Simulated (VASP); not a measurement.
# Au (Im-3m) in VASP: notebook

Runs on Au. Level: PBE. Tasks: single point.

Everything below comes from runs of VASP 6.6.1. Logs are shortened: lines on timing, memory, paths and dates and some standing lists are left out, and cuts for length are marked.

### Step 1. The cell of the first run

It takes space group Im-3m (No. 229, cubic). Conventional cell: a = 2.754 Å, b = 2.754 Å, c = 2.754 Å, α = 90.00°, β = 90.00°, γ = 90.00°. Within 3.2 Å of Au (site symmetry m-3m) lie 14 Au at 2.38 to 2.75 Å.

### Step 2. Single point, PBE (volume scaled by 0.58)

The input, INCAR:

```
SYSTEM = Au
PREC = Accurate
ENCUT = 520
EDIFF = 1E-6
ISMEAR = -1
SIGMA = 0.08
LREAL = .False.
LASPH = .True.
NELM = 80
ALGO = Normal
ISIF = 2
LWAVE = .False.
LCHARG = .False.
GGA = PE
NBANDS = 12
```

The input, KPOINTS:

```
regular mesh
0
Gamma
  16 16 16
  0 0 0
```

The input, POSCAR:

```
Au
1.0
   -1.3768574449      1.3768574449      1.3768574449
    1.3768574449     -1.3768574449      1.3768574449
    1.3768574449      1.3768574449     -1.3768574449
Au
1
Direct
    0.0000000000      0.0000000000      0.0000000000
```

Potentials or basis: VASP PAW PBE potentials, release 64 (Au).

On the command line:

```sh
$ cat potpaw_PBE.64/Au/POTCAR > POTCAR
$ mpirun -np 1 vasp_std > vasp.out
```

OUTCAR:

```text
SYSTEM = Au
   PREC = Accurate
   ENCUT = 520
   EDIFF = 1E-6
   ISMEAR = -1
   LREAL = .False.
   LASPH = .True.
   NELM = 80
   ISIF = 2
   GGA = PE

 ion  position               nearest neighbor table
   1  0.000  0.000  0.000-

  LATTYP: Found a body centered cubic cell.
 ALAT       =     2.7537148898

  Lattice vectors:

 A1 = (  -1.3768574449,   1.3768574449,   1.3768574449)
 A2 = (   1.3768574449,  -1.3768574449,   1.3768574449)
 A3 = (   1.3768574449,   1.3768574449,  -1.3768574449)

Analysis of symmetry for initial positions (statically):
=====================================================================
 Subroutine PRICEL returns:
 Original cell was already a primitive cell.

 Routine SETGRP: Setting up the symmetry group for a
 body centered cubic supercell.

 Subroutine GETGRP returns: Found 48 space group operations
 (whereof 48 operations were pure point group operations)
 out of a pool of 48 trial point group operations.

The static configuration has the point symmetry O_h .

Analysis of symmetry for dynamics (positions and initial velocities):
=====================================================================
 Subroutine PRICEL returns:
 Original cell was already a primitive cell.

 Routine SETGRP: Setting up the symmetry group for a
 body centered cubic supercell.

 Subroutine GETGRP returns: Found 48 space group operations
 (whereof 48 operations were pure point group operations)
 out of a pool of 48 trial point group operations.

The dynamic configuration has the point symmetry O_h .

 Subroutine INISYM returns: Found 48 space group operations
 (whereof 48 operations are pure point group operations),
 and found     1 'primitive' translations

----------------------------------------------------------------------------------------

                                     Primitive cell

  volume of cell :      10.4406

  direct lattice vectors                    reciprocal lattice vectors
    -1.376857445  1.376857445  1.376857445     0.000000000  0.363145801  0.363145801
     1.376857445 -1.376857445  1.376857445     0.363145801  0.000000000  0.363145801
     1.376857445  1.376857445 -1.376857445     0.363145801  0.363145801  0.000000000

  length of vectors
     2.384787049  2.384787049  2.384787049     0.513565717  0.513565717  0.513565717

  position of ions in fractional coordinates (direct lattice)
     0.000000000  0.000000000  0.000000000

  ion indices of the primitive-cell ions
   primitive index   ion index
                 1           1

----------------------------------------------------------------------------------------

 KPOINTS: regular mesh

Automatic generation of k-mesh.
 Grid dimensions read from file:
 generate k-points for:   16   16   16

 Generating k-lattice:

  Cartesian coordinates                     Fractional coordinates (reciprocal lattice)
     0.000000000  0.022696613  0.022696613     0.062500000  0.000000000  0.000000000
     0.022696613  0.000000000  0.022696613     0.000000000  0.062500000  0.000000000
     0.022696613  0.022696613  0.000000000     0.000000000  0.000000000  0.062500000

  Length of vectors
     0.032097857  0.032097857  0.032097857

  Shift w.r.t. Gamma in fractional coordinates (k-lattice)
     0.000000000  0.000000000  0.000000000

 Subroutine IBZKPT returns following result:
 ===========================================

 Found    145 irreducible k-points:

 Following reciprocal coordinates:
            Coordinates               Weight
  0.000000  0.000000  0.000000      1.000000
  0.062500  0.000000  0.000000     12.000000
  0.125000  0.000000  0.000000     12.000000
  0.187500  0.000000  0.000000     12.000000
  0.250000  0.000000  0.000000     12.000000
  0.312500  0.000000  0.000000     12.000000
[... 16 lines left out ...]
  0.187500  0.187500  0.000000     24.000000
  0.250000  0.187500 -0.000000     48.000000
 [... further k-points ...]
   k-points           NKPTS =    145   k-points in BZ     NKDIM =    145   number of bands    NBANDS=     12
   number of dos      NEDOS =    301   number of ions     NIONS =      1
   total plane-waves  NPLWV =   5832
   dimension x,y,z NGX =    18 NGY =   18 NGZ =   18
   dimension x,y,z NGXF=    36 NGYF=   36 NGZF=   36
   ions per type =               1
   NGX,Y,Z   is equivalent  to a cutoff of  12.55, 12.55, 12.55 a.u.
   NGXF,Y,Z  is equivalent  to a cutoff of  25.10, 25.10, 25.10 a.u.
 SYSTEM =  Au
   PREC   = accura    normal or accurate (medium, high low for compatibility)
   ISTART =      0    job   : 0-new  1-cont  2-samecut
   ICHARG =      2    charge: 1-file 2-atom 10-const
   ISPIN  =      1    spin polarized calculation?
   LNONCOLLINEAR =      F non collinear calculations
   LSORBIT =      F    spin-orbit coupling
   LASPH  =      T    aspherical Exc in radial PAW
   ENCUT  =  520.0 eV  38.22 Ry    6.18 a.u.   4.43  4.43  4.43*2*pi/ulx,y,z
   NELM   =     80;   NELMIN=  2; NELMDL= -5     # of ELM steps
   EDIFF  = 0.1E-05   stopping-criterion for ELM
   LREAL  =      F    real-space projection
   EDIFFG = 0.1E-04   stopping-criterion for IOM
   NSW    =      0    number of steps for IOM
   IBRION =     -1    ionic relax: 0-MD 1-quasi-New 2-CG
   NFREE  =      0    steps in history (QN), initial steepest desc. (CG)
   ISIF   =      2    stress and relaxation
   ISYM   =      2    0-nonsym 1-usesym 2-fastsym
   POTIM  = 0.5000    time-step for ionic-motion
   TEBEG  =    0.0;   TEEND  =   0.0 temperature during run
   PSTRESS=    0.0 pullay stress
   NELECT =      11.0000    total number of electrons
   NUPDOWN=      -1.0000    fix difference up-down
   EMIN   =  10.00;   EMAX   =-10.00  energy-range for DOS
   EFERMI =   0.00;   METHOD = LEGACY
   ISMEAR =    -1;   SIGMA  =   0.08  broadening in eV -4-tet -1-fermi 0-gaus
   EFERMI_NEDOS =   21; number of points for ismear=-14 and -15
   IALGO  =     38    algorithm
   IMIX   =      4    mixing-type and parameters
     AMIX     =   0.40;   BMIX     =  1.00
     AMIX_MAG =   1.60;   BMIX_MAG =  1.00
  volume/ion in A,a.u.               =      10.44        70.46
  Fermi-wavevector in a.u.,A,eV,Ry     =   1.665828  3.147958 37.755922  2.774982
  Thomas-Fermi vector in A             =   2.752130
   LORBIT       =      0    0 simple, 1 ext, 2 COOP (PROOUT), +10 PAW based schemes
   GGA     = PE    functional components
[... 5 lines left out ...]
 non-spin polarized calculation
  energy-cutoff  :      520.00
  volume of cell :       10.44
 maximum number of plane-waves:       321
 NGX is ok and might be reduce to    18
   NGX =  9   NGY =  9   NGZ =  9

 number of electron      11.0000002 magnetization

 Free energy of the ion-electron system (eV)
  ---------------------------------------------------
  ext. energy  EPLUGINS =         0.00000000
  ---------------------------------------------------
  free energy    TOTEN  =         1.42425468 eV

  energy without entropy =        1.42690025  energy(sigma->0) =        1.42557747

 E-fermi :  20.6838     XC(G=0): -15.8284

 val. band max:       20.5815551074   @ k =  -0.3125   0.4375   0.1250
 cond. band min:      20.7878070566   @ k =  -0.4375   0.5000   0.0625
 fundamental gap:      0.2062519492
 Fermi energy:        20.6837703390

 k-point     1 :       0.0000    0.0000    0.0000
  band No.  band energies     occupation
      1       3.9732      2.00000
      2      11.4782      2.00000
      3      11.4782      2.00000
      4      11.4782      2.00000
      5      15.5377      2.00000
      6      15.5377      2.00000
      7      35.3346      0.00000
      8      35.3346      0.00000
      9      35.3346      0.00000
     10      51.0748      0.00000
     11      51.0748      0.00000
     12      54.2473      0.00000

 k-point     2 :       0.0625    0.0000    0.0000
  band No.  band energies     occupation
      1       4.2102      2.00000
      2      11.3648      2.00000
      3      11.4738      2.00000
      4      11.6917      2.00000
      5      15.3731      2.00000
      6      15.5435      2.00000
      7      35.4999      0.00000
      8      35.7128      0.00000
      9      35.7648      0.00000
     10      48.9217      0.00000
     11      50.1394      0.00000
     12      54.0411      0.00000

 k-point     3 :       0.1250    0.0000    0.0000
  band No.  band energies     occupation
      1       4.8806      2.00000
      2      11.0532      2.00000
      3      11.4428      2.00000
      4      12.3208      2.00000
      5      15.0239      2.00000
      6      15.5680      2.00000
      7      35.8596      0.00000
      8      36.7800      0.00000
      9      36.8139      0.00000
     10      46.2806      0.00000
     11      48.0768      0.00000
     12      53.1145      0.00000
[... 286 lines left out ...]
 k-point    23 :       0.1875    0.1875    0.0000
  band No.  band energies     occupation
      1       7.9781      2.00000
      2      10.1666      2.00000
      3      10.7330      2.00000
      4      14.5145      2.00000
      5      16.2165      2.00000
      6      17.6559      2.00000
      7      33.8365      0.00000
      8      36.0818      0.00000
      9      39.9327      0.00000
     10      40.6145      0.00000
     11      47.4366      0.00000
     12      52.7031      0.00000

 k-point    24 :       0.2500    0.1875   -0.0000
  band No.  band energies     occupation
      1       8.1645      2.00000
      2       9.8631      2.00000
      3      11.4640      2.00000
      4      14.7826      2.00000
      5      16.3668      2.00000
      6      19.7213      1.99999
      7      31.6704      0.00000
      8      34.7626      0.00000
      9      38.1603      0.00000
     10      41.9780      0.00000
     11      47.8986      0.00000
     12      52.0563      0.00000

 [... further k-points ...]
[... 5 lines left out ...]
  --------------------------------------------------------------------------------------
  -------------------------------------------------------------------------------------
  Total       22.7446580     22.7446580     22.7446580      0.0000000     -0.0000000      0.0000000
  in kB     3490.3025193   3490.3025193   3490.3025193      0.0000000     -0.0000000      0.0000000
  external PRESSURE =    3490.3025193 kB  Pullay stress =       0.0000000 kB

 VOLUME and BASIS-vectors are now :
 -----------------------------------------------------------------------------
  energy-cutoff  :      520.00
  volume of cell :       10.44
      direct lattice vectors                 reciprocal lattice vectors
    -1.376857445  1.376857445  1.376857445     0.000000000  0.363145801  0.363145801
     1.376857445 -1.376857445  1.376857445     0.363145801  0.000000000  0.363145801
     1.376857445  1.376857445 -1.376857445     0.363145801  0.363145801  0.000000000

 POSITION                                       TOTAL-FORCE (eV/Angst)
 -----------------------------------------------------------------------------------
      0.00000      0.00000      0.00000        -0.000000      0.000000     -0.000000
 -----------------------------------------------------------------------------------
    total drift:                                0.000000     -0.000000      0.000000

  FREE ENERGIE OF THE ION-ELECTRON SYSTEM (eV)
  ---------------------------------------------------
  free  energy   TOTEN  =         1.4242546784 eV

  energy  without entropy=        1.4269002534  energy(sigma->0) =        1.42557747
```

Wall time 24 s (1 thread of AMD EPYC 7R13, shared host); peak memory 0.1 GiB.

What came out:

| Item | Value |
| --- | --- |
| Free energy | 1.4243 eV |
| Pressure | 349.0 GPa |

Caveat: spin-orbit coupling is left out, which moves the levels of the heavy elements.

(Continued in part 2 of 2.)
